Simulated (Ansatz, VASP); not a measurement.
Two plane-wave programs on C

```
C
1.0
     0.00000    1.78337    1.78337
     1.78337    0.00000    1.78337
     1.78337    1.78337    0.00000
C
2
Direct
  0.00000 0.00000 0.00000
  0.25000 0.25000 0.25000
```

Alike in both runs: task single point; functional PBE; k mesh 8 × 8 × 8; occupations gaussian, width 0.02 eV; no spin polarisation.

```csv
,VASP,Ansatz
version,VASP 6.6.1,Ansatz 0.2.0
potentials or method,"VASP PAW PBE potentials, release 64 (C), cutoff 600 eV","scalar-relativistic, plane waves, PAW"
valence electrons in the cell,8,8
```

VASP gave:

- gap on the k mesh at the Fermi level (eV): 4.13
- least direct gap on the mesh (eV): 5.59
- pressure (GPa): 1.8

Task: Which values does Ansatz return?

Result: gap on the k mesh at the Fermi level (eV): 4.14; least direct gap on the mesh (eV): 5.60; pressure (GPa): 1.8.
